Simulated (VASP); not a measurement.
Set up this calculation in VASP 6.6.1, as the native input.

| Property | Result |
| --- | --- |
| Task | relaxation of cell and atoms |
| Functional | LDA |
| Potentials or basis | VASP PAW LDA potentials, release 64 (Al, P) |
| Cutoff | 500 eV |
| k mesh | 6 × 6 × 6 |
| Occupations | fermi-dirac, width 0.02 eV |
| Spin | no spin polarisation |
| Dipole correction | no |
| Further INCAR settings | ALGO = Normal; EDIFF = 1e-07; IBRION = 2; EDIFFG = -0.03; NSW = 80; ISIF = 3 |

The structure of AlP lies in POSCAR:

```
AlP
1.0
    0.0000000000      2.7100000000      2.7100000000
    2.7100000000      0.0000000000      2.7100000000
    2.7100000000      2.7100000000      0.0000000000
Al P
1 1
Direct
    0.0000000000      0.0000000000      0.0000000000
    0.2500000000      0.2500000000      0.2500000000
```

One way to write it, as run:

INCAR

```
SYSTEM = AlP
PREC = Accurate
ENCUT = 500
EDIFF = 1E-7
ISMEAR = -1
SIGMA = 0.02
LREAL = .False.
LASPH = .True.
NELM = 120
ALGO = Normal
ISIF = 3
LWAVE = .False.
LCHARG = .False.
IBRION = 2
NSW = 80
EDIFFG = -0.03
GGA_COMPAT = .False.
NELMIN = 4
```

KPOINTS

```
regular mesh
0
Gamma
  6 6 6
  0 0 0
```

Potentials or basis: VASP PAW LDA potentials, release 64 (Al, P).

Run with:

```bash
$ cat potpaw_LDA.64/Al/POTCAR potpaw_LDA.64/P/POTCAR > POTCAR
$ mpirun -np 1 vasp_std > vasp.out
```

Results of the run:

| Quantity | Value |
| --- | --- |
| Relaxed volume | 20.08 Å³/atom |
| Relaxed cell | a = 3.844 Å, b = 3.844 Å, c = 3.844 Å, α = 60.00°, β = 60.00°, γ = 60.00° |
| Space group after relaxing (to 0.1 Å) | F-43m (No. 216) |
| Energy gained by relaxing | 0.4 meV/atom |
| Ionic steps | 3 |
| Pressure after relaxing | 0.0 GPa |
| Band gap on the k mesh | 1.41 eV (least direct gap 3.23 eV) |

Wall time 5 s on 1 thread of Intel(R) Xeon(R) 6975P-C (Granite Rapids), on a shared host, peak memory 0.13 GiB.
